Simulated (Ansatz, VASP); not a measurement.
**Two plane-wave programs on AlO**

```
Al O
1.0
     3.33934    0.00000    0.00000
     0.00000    3.33934    0.00000
     0.00000    0.00000    4.21955
Al O
2 2
Direct
  0.00000 0.50000 0.23510
  0.50000 0.00000 0.76490
  0.00000 0.00000 0.00000
  0.50000 0.50000 0.00000
```

Alike in both runs: task relaxation of cell and atoms; functional PBE; k mesh 6 × 6 × 4; occupations gaussian, width 0.1 eV; no spin polarisation.

```csv
,VASP,Ansatz
version,VASP 6.6.1,Ansatz 0.2.0
potentials or method,"VASP PAW PBE potentials, release 64 (Al, O), cutoff 600 eV","scalar-relativistic, plane waves, PAW"
valence electrons in the cell,18,18
```

```csv
,VASP,Ansatz,Ansatz less VASP
"gap on the k mesh at the Fermi level, each at its own relaxed structure (eV)",none,none,-
relaxed volume (Å³/atom),12.96,12.92,-0.048
relaxed cell length with the largest relative difference (Å),4.345,4.339,-0.0062
```

A gap of «none» marks a metal or a gap that the smearing closes.

The k mesh is coarse, so the values compare programs but aren't converged.
